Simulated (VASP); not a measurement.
# SnO2 (Pbcn) in VASP: a series of runs

The runs below take SnO2 through single point, with LDA.

Everything below comes from runs of VASP 6.6.1. Logs are shortened: lines on timing, memory, paths and dates and some standing lists are left out, and cuts for length are marked.

## (1) The cell of the first run

The structure is orthorhombic, space group Pbcn (No. 60). The conventional cell has a = 4.663 Å, b = 5.627 Å, c = 5.154 Å, α = 90.00°, β = 90.00°, γ = 90.00°. Sn (site symmetry 2) has 6 O at 2.00 to 2.08 Å within 2.7 Å. Within 2.7 Å of O (site symmetry 1) lie 3 Sn at 2.00 to 2.08 Å and 1 O at 2.58 Å.

## (2) Single point, LDA (volume scaled by 0.97, then relaxed in part)

INCAR reads:

```
  PREC = Accurate
  ENCUT = 520
  EDIFF = 1E-6
  ISMEAR = 0
  SIGMA = 0.02
  LREAL = F
  LASPH = T
  NELM = 60
  ALGO = Normal
  ISIF = 2
  LWAVE = F
  LCHARG = T
  GGA = CA
  LELF = T
  LVHAR = T
  NBANDS = 64
  LUSENCCL = F
```

KPOINTS reads:

```
Automatic mesh
0
Gamma
  6 6 6
```

POSCAR reads:

```
SnO2
1.0
    4.6629410409      0.0000000000      0.0000000000
    0.0000000000      5.6270785683      0.0000000000
    0.0000000000      0.0000000000      5.1536779678
Sn O
4 8
Direct
    0.5000000000      0.6697997104      0.7500000000
    0.0000000000      0.8302002896      0.2500000000
    0.5000000000      0.3302002896      0.2500000000
    0.0000000000      0.1697997104      0.7500000000
    0.7332951563      0.6016056144      0.0760185019
    0.2332951563      0.8983943856      0.9239814981
    0.7667048437      0.8983943856      0.5760185019
    0.2667048437      0.6016056144      0.4239814981
    0.7332951563      0.3983943856      0.5760185019
    0.2332951563      0.1016056144      0.4239814981
    0.7667048437      0.1016056144      0.0760185019
    0.2667048437      0.3983943856      0.9239814981
```

Potentials or basis: VASP PAW LDA potentials, release 64 (Sn_d, O).

On the command line:

```
$ cat potpaw_LDA.64/Sn_d/POTCAR potpaw_LDA.64/O/POTCAR > POTCAR
$ mpirun -np 1 vasp_std > vasp.out
```

OUTCAR:

```text
PREC = Accurate
   ENCUT = 520
   EDIFF = 1E-6
   ISMEAR = 0
   LREAL = F
   LASPH = T
   NELM = 60
   ISIF = 2
   GGA = CA

 ion  position               nearest neighbor table
   1  0.500  0.670  0.750-   6 2.00   7 2.00   5 2.04   8 2.04   9 2.08  12 2.08   3 3.21   3 3.21
                             2 3.59   2 3.59   2 3.59   2 3.59   4 3.65   4 3.65   4 3.65   4 3.65
   2  0.000  0.830  0.250-   5 2.00   8 2.00   7 2.04   6 2.04  10 2.08  11 2.08   4 3.21   4 3.21
                             1 3.59   1 3.59   1 3.59   1 3.59   3 3.65   3 3.65   3 3.65   3 3.65
   3  0.500  0.330  0.250-  10 2.00  11 2.00   9 2.04  12 2.04   5 2.08   8 2.08   1 3.21   1 3.21
                             4 3.59   4 3.59   4 3.59   4 3.59   2 3.65   2 3.65   2 3.65   2 3.65
   4  0.000  0.170  0.750-   9 2.00  12 2.00  11 2.04  10 2.04   6 2.08   7 2.08   2 3.21   2 3.21
                             3 3.59   3 3.59   3 3.59   3 3.59   1 3.65   1 3.65   1 3.65   1 3.65
   5  0.733  0.602  0.076-   2 2.00   1 2.04   3 2.08
   6  0.233  0.898  0.924-   1 2.00   2 2.04   4 2.08
   7  0.767  0.898  0.576-   1 2.00   2 2.04   4 2.08
   8  0.267  0.602  0.424-   2 2.00   1 2.04   3 2.08
   9  0.733  0.398  0.576-   4 2.00   3 2.04   1 2.08
  10  0.233  0.102  0.424-   3 2.00   4 2.04   2 2.08
  11  0.767  0.102  0.076-   3 2.00   4 2.04   2 2.08
  12  0.267  0.398  0.924-   4 2.00   3 2.04   1 2.08

  LATTYP: Found a simple orthorhombic cell.
 ALAT       =     4.6629410409
 B/A-ratio  =     1.1052419326
 C/A-ratio  =     1.2067659700

  Lattice vectors:

 A1 = (  -4.6629410409,   0.0000000000,   0.0000000000)
 A2 = (   0.0000000000,   0.0000000000,   5.1536779678)
 A3 = (   0.0000000000,   5.6270785683,   0.0000000000)

Analysis of symmetry for initial positions (statically):
=====================================================================
 Subroutine PRICEL returns:
 Original cell was already a primitive cell.

 Routine SETGRP: Setting up the symmetry group for a
 simple orthorhombic supercell.

 Subroutine GETGRP returns: Found  8 space group operations
 (whereof  2 operations were pure point group operations)
 out of a pool of  8 trial point group operations.

The static configuration has the point symmetry S_2 .
 The point group associated with its full space group is D_2h.

Analysis of symmetry for dynamics (positions and initial velocities):
=====================================================================
 Subroutine PRICEL returns:
 Original cell was already a primitive cell.

 Routine SETGRP: Setting up the symmetry group for a
 simple orthorhombic supercell.

 Subroutine GETGRP returns: Found  8 space group operations
 (whereof  2 operations were pure point group operations)
 out of a pool of  8 trial point group operations.

The dynamic configuration has the point symmetry S_2 .
 The point group associated with its full space group is D_2h.

 Subroutine INISYM returns: Found  8 space group operations
 (whereof  2 operations are pure point group operations),
 and found     1 'primitive' translations

----------------------------------------------------------------------------------------

                                     Primitive cell

  volume of cell :     135.2260

  direct lattice vectors                    reciprocal lattice vectors
     4.662941041  0.000000000  0.000000000     0.214456926  0.000000000  0.000000000
     0.000000000  5.627078568  0.000000000     0.000000000  0.177712109  0.000000000
     0.000000000  0.000000000  5.153677968     0.000000000  0.000000000  0.194036183

  length of vectors
     4.662941041  5.627078568  5.153677968     0.214456926  0.177712109  0.194036183

  position of ions in fractional coordinates (direct lattice)
     0.500000000  0.669799710  0.750000000
     0.000000000  0.830200290  0.250000000
     0.500000000  0.330200290  0.250000000
     0.000000000  0.169799710  0.750000000
     0.733295156  0.601605614  0.076018502
     0.233295156  0.898394386  0.923981498
     0.766704844  0.898394386  0.576018502
     0.266704844  0.601605614  0.423981498
     0.733295156  0.398394386  0.576018502
     0.233295156  0.101605614  0.423981498
     0.766704844  0.101605614  0.076018502
     0.266704844  0.398394386  0.923981498

  ion indices of the primitive-cell ions
   primitive index   ion index
                 1           1
                 2           2
                 3           3
                 4           4
                 5           5
                 6           6
                 7           7
                 8           8
                 9           9
                10          10
                11          11
                12          12

----------------------------------------------------------------------------------------

 KPOINTS: Automatic mesh

Automatic generation of k-mesh.
 Grid dimensions read from file:
 generate k-points for:    6    6    6

 Generating k-lattice:

  Cartesian coordinates                     Fractional coordinates (reciprocal lattice)
     0.035742821  0.000000000  0.000000000     0.166666667  0.000000000  0.000000000
     0.000000000  0.029618685  0.000000000     0.000000000  0.166666667  0.000000000
     0.000000000  0.000000000  0.032339364     0.000000000  0.000000000  0.166666667

  Length of vectors
     0.035742821  0.029618685  0.032339364

  Shift w.r.t. Gamma in fractional coordinates (k-lattice)
     0.000000000  0.000000000  0.000000000

 Subroutine IBZKPT returns following result:
 ===========================================

 Found     64 irreducible k-points:

 Following reciprocal coordinates:
            Coordinates               Weight
  0.000000  0.000000  0.000000      1.000000
  0.166667  0.000000  0.000000      2.000000
  0.333333  0.000000  0.000000      2.000000
  0.500000  0.000000  0.000000      1.000000
  0.000000  0.166667  0.000000      2.000000
  0.166667  0.166667  0.000000      4.000000
[... 16 lines left out ...]
  0.333333  0.166667  0.166667      8.000000
  0.500000  0.166667  0.166667      4.000000
 [... further k-points ...]
   k-points           NKPTS =     64   k-points in BZ     NKDIM =     64   number of bands    NBANDS=     64
   number of dos      NEDOS =    301   number of ions     NIONS =     12
   total plane-waves  NPLWV =  60480
   dimension x,y,z NGX =    36 NGY =   42 NGZ =   40
   dimension x,y,z NGXF=    72 NGYF=   84 NGZF=   80
   ions per type =               4   8
   NGX,Y,Z   is equivalent  to a cutoff of  12.83, 12.41, 12.90 a.u.
   NGXF,Y,Z  is equivalent  to a cutoff of  25.67, 24.82, 25.81 a.u.
 SYSTEM =  unknown system
   PREC   = accura    normal or accurate (medium, high low for compatibility)
   ISTART =      0    job   : 0-new  1-cont  2-samecut
   ICHARG =      2    charge: 1-file 2-atom 10-const
   ISPIN  =      1    spin polarized calculation?
   LNONCOLLINEAR =      F non collinear calculations
   LSORBIT =      F    spin-orbit coupling
   LASPH  =      T    aspherical Exc in radial PAW
   ENCUT  =  520.0 eV  38.22 Ry    6.18 a.u.   8.67 10.46  9.58*2*pi/ulx,y,z
   NELM   =     60;   NELMIN=  2; NELMDL= -5     # of ELM steps
   EDIFF  = 0.1E-05   stopping-criterion for ELM
   LREAL  =      F    real-space projection
   EDIFFG = 0.1E-04   stopping-criterion for IOM
   NSW    =      0    number of steps for IOM
   IBRION =     -1    ionic relax: 0-MD 1-quasi-New 2-CG
   NFREE  =      0    steps in history (QN), initial steepest desc. (CG)
   ISIF   =      2    stress and relaxation
   ISYM   =      2    0-nonsym 1-usesym 2-fastsym
   POTIM  = 0.5000    time-step for ionic-motion
   TEBEG  =    0.0;   TEEND  =   0.0 temperature during run
   PSTRESS=    0.0 pullay stress
   NELECT =     104.0000    total number of electrons
   NUPDOWN=      -1.0000    fix difference up-down
   EMIN   =  10.00;   EMAX   =-10.00  energy-range for DOS
   EFERMI =   0.00;   METHOD = LEGACY
   ISMEAR =     0;   SIGMA  =   0.02  broadening in eV -4-tet -1-fermi 0-gaus
   EFERMI_NEDOS =   21; number of points for ismear=-14 and -15
   IALGO  =     38    algorithm
   IMIX   =      4    mixing-type and parameters
     AMIX     =   0.40;   BMIX     =  1.00
     AMIX_MAG =   1.60;   BMIX_MAG =  1.00
  volume/ion in A,a.u.               =      11.27        76.05
  Fermi-wavevector in a.u.,A,eV,Ry     =   1.499912  2.834423 30.609531  2.249737
  Thomas-Fermi vector in A             =   2.611481
   LORBIT       =      0    0 simple, 1 ext, 2 COOP (PROOUT), +10 PAW based schemes
   GGA     = CA    functional components
   LHFCALC =     F    Hartree Fock is set to
   AEXX    =    0.0000 exact exchange contribution
   IVDW    =     0    specifies the selected vdW correction
   LEPSILON=     F    determine dielectric tensor
   LRPA    =     F    only Hartree local field effects (RPA)
 non-spin polarized calculation
 Gauss-broadening in eV      SIGMA  =   0.02
  energy-cutoff  :      520.00
  volume of cell :      135.23
 maximum number of plane-waves:      3669
 NGX is ok and might be reduce to    36
   NGX = 17   NGY = 21   NGZ = 19

 number of electron     104.0000022 magnetization

 Free energy of the ion-electron system (eV)
  ---------------------------------------------------
  ext. energy  EPLUGINS =         0.00000000
  ---------------------------------------------------
  free energy    TOTEN  =       -84.30056986 eV

  energy without entropy =      -84.30056986  energy(sigma->0) =      -84.30056986

 E-fermi :   6.3980     XC(G=0): -12.1425

 val. band max:        6.2516401341   @ k =   0.0000   0.0000   0.0000
 cond. band min:       8.1042000148   @ k =   0.0000   0.0000   0.0000
 fundamental gap:      1.8525598808
 Fermi energy:         6.3979948583

 k-point     1 :       0.0000    0.0000    0.0000
  band No.  band energies     occupation
      1     -14.3514      2.00000
      2     -14.2231      2.00000
      3     -14.1262      2.00000
      4     -13.7757      2.00000
      5     -13.6016      2.00000
      6     -13.4339      2.00000
[... 1597 lines left out ...]
     63      17.3857      0.00000
     64      17.3923      0.00000

 [... further k-points ...]

------------------------ aborting loop because EDIFF is reached ----------------------------------------

  FORCE on cell =-STRESS in cart. coord.  units (eV):
  Direction    XX          YY          ZZ          XY          YZ          ZX
  --------------------------------------------------------------------------------------
  -------------------------------------------------------------------------------------
  Total        6.3604181      6.2854954      6.4842254      0.0000000      0.0000000     -0.0000000
  in kB       75.3591634     74.4714684     76.8260495      0.0000000      0.0000000     -0.0000000
  external PRESSURE =      75.5522271 kB  Pullay stress =       0.0000000 kB

 VOLUME and BASIS-vectors are now :
 -----------------------------------------------------------------------------
  energy-cutoff  :      520.00
  volume of cell :      135.23
      direct lattice vectors                 reciprocal lattice vectors
     4.662941041  0.000000000  0.000000000     0.214456926  0.000000000  0.000000000
     0.000000000  5.627078568  0.000000000     0.000000000  0.177712109  0.000000000
     0.000000000  0.000000000  5.153677968     0.000000000  0.000000000  0.194036183

 POSITION                                       TOTAL-FORCE (eV/Angst)
 -----------------------------------------------------------------------------------
      2.33147      3.76902      3.86526         0.000000      0.027240     -0.000000
      0.00000      4.67160      1.28842         0.000000     -0.027240      0.000000
      2.33147      1.85806      1.28842         0.000000     -0.027240      0.000000
      0.00000      0.95548      3.86526         0.000000      0.027240     -0.000000
      3.41931      3.38528      0.39177         0.021284     -0.005846      0.006002
      1.08784      5.05534      4.76190         0.021284      0.005846     -0.006002
      3.57510      5.05534      2.96861        -0.021284      0.005846      0.006002
      1.24363      3.38528      2.18506        -0.021284     -0.005846     -0.006002
      3.41931      2.24180      2.96861         0.021284      0.005846      0.006002
      1.08784      0.57174      2.18506         0.021284     -0.005846     -0.006002
      3.57510      0.57174      0.39177        -0.021284     -0.005846      0.006002
      1.24363      2.24180      4.76190        -0.021284      0.005846     -0.006002
 -----------------------------------------------------------------------------------
    total drift:                                0.000000     -0.000000      0.000000

  FREE ENERGIE OF THE ION-ELECTRON SYSTEM (eV)
  ---------------------------------------------------
  free  energy   TOTEN  =       -84.3005698582 eV

  energy  without entropy=      -84.3005698582  energy(sigma->0) =      -84.30056986
```

It took 6.9 min on 1 × NVIDIA H100 80GB with 1 thread of AMD EPYC 7R13 (Zen 3), shared host; peak memory 1.5 GiB.

Results:

```yaml
Free_energy: -84.3006 eV
Pressure: 7.6 GPa
Largest_force: 0.027 eV/Å
Band_gap_on_the_k_mesh: 1.85 eV, direct
```

Forces on the atoms (eV/Å):
```
Sn   0.000  0.027  0.000
Sn   0.000 -0.027  0.000
Sn   0.000 -0.027  0.000
Sn   0.000  0.027  0.000
O    0.021 -0.006  0.006
O    0.021  0.006 -0.006
O   -0.021  0.006  0.006
O   -0.021 -0.006 -0.006
O    0.021  0.006  0.006
O    0.021 -0.006 -0.006
O   -0.021 -0.006  0.006
O   -0.021  0.006 -0.006
```

Caveat: the cell differs from its parent crystal (volume scaled by 0.97, then relaxed in part); spin-orbit coupling is left out, which moves the levels of the heavy elements.

## (3) Single point, LDA

This run uses another cell than the first one, of 11.62 Å³/atom, 1.031 times its volume.

INCAR reads:

```
SYSTEM = SnO2
  ALGO = Normal
  EDIFF = 1E-7
  ENCUT = 520
  ISIF = 2
  ISMEAR = 0
  LASPH = .TRUE.
  LCHARG = .TRUE.
  LELF = .TRUE.
  LREAL = .FALSE.
  LUSENCCL = .FALSE.
  LVHAR = .TRUE.
  LWAVE = .FALSE.
  NBANDS = 64
  NELM = 60
  PREC = Accurate
  SIGMA = 0.02
```

KPOINTS reads:

```
k-points
0
G
  6 6 6
  0 0 0
```

POSCAR reads:

```
SnO2
1.0
    4.7034523208      0.0000000000      0.0000000000
    0.0000000000      5.6951729271      0.0000000000
    0.0000000000      0.0000000000      5.2043295035
Sn O
4 8
Direct
    0.5000000000      0.6673206304      0.7500000000
    0.0000000000      0.8326793696      0.2500000000
    0.5000000000      0.3326793696      0.2500000000
    0.0000000000      0.1673206304      0.7500000000
    0.7310207142      0.6049099314      0.0776301508
    0.2310207142      0.8950900686      0.9223698492
    0.7689792858      0.8950900686      0.5776301508
    0.2689792858      0.6049099314      0.4223698492
    0.7310207142      0.3950900686      0.5776301508
    0.2310207142      0.1049099314      0.4223698492
    0.7689792858      0.1049099314      0.0776301508
    0.2689792858      0.3950900686      0.9223698492
```

Potentials or basis: VASP PAW LDA potentials, release 64 (Sn_d, O).

On the command line:

```
$ cat potpaw_LDA.64/Sn_d/POTCAR potpaw_LDA.64/O/POTCAR > POTCAR
$ mpirun -np 1 vasp_std > vasp.out
```

Wall time 7.7 min (1 × NVIDIA H100 80GB with 1 thread of AMD EPYC 7R13 (Zen 3), shared host); peak memory 1.5 GiB.

Results (log left out):

| Property | Result |
| --- | --- |
| Free energy | -84.4143 eV |
| Pressure | 1.1 GPa |
| Largest force | 0.019 eV/Å |
| Band gap on the k mesh | 1.54 eV, direct |

Forces in eV/Å, atoms in the order of the input:
```
Sn   0.000  0.019  0.000
Sn   0.000 -0.019  0.000
Sn   0.000 -0.019  0.000
Sn   0.000  0.019  0.000
O    0.013 -0.009  0.005
O    0.013  0.009 -0.005
O   -0.013  0.009  0.005
O   -0.013 -0.009 -0.005
O    0.013  0.009  0.005
O    0.013 -0.009 -0.005
O   -0.013 -0.009  0.005
O   -0.013  0.009 -0.005
```

Stress tensor (GPa, compression positive):
```
1.01 0.00 0.00
0.00 1.01 0.00
0.00 0.00 1.21
```

Levels at points of the mesh, in eV from the valence-band top:
```csv
k point,band 48,band 49,band 50,band 51,band 52,band 53,band 54,band 55,band 56,band 57
"(0.00, 0.00, 0.00)",-0.60,-0.58,-0.17,-0.13,0.00,1.54,6.26,6.31,6.76,7.00
"(0.50, 0.00, 0.00)",-0.83,-0.29,-0.29,-0.04,-0.04,4.65,4.65,5.35,5.35,8.31
"(0.00, 0.50, 0.00)",-1.01,-0.93,-0.93,-0.09,-0.09,4.23,4.23,6.94,6.94,8.74
"(0.50, 0.50, 0.00)",-0.69,-0.59,-0.59,-0.20,-0.20,5.09,5.09,6.17,6.17,8.67
"(0.00, 0.00, 0.50)",-0.76,-0.25,-0.25,-0.17,-0.17,4.58,4.58,6.23,6.23,7.77
"(0.50, 0.00, 0.50)",-0.89,-0.23,-0.23,-0.23,-0.23,5.06,5.06,5.06,5.06,8.17
"(0.00, 0.50, 0.50)",-1.16,-0.32,-0.32,-0.32,-0.32,5.65,5.65,5.65,5.65,8.77
"(0.50, 0.50, 0.50)",-1.06,-0.38,-0.38,-0.38,-0.38,5.52,5.52,5.52,5.52,8.64
```

Caveat: spin-orbit coupling is left out, which moves the levels of the heavy elements.

(Part 1 of 2 ends here.)
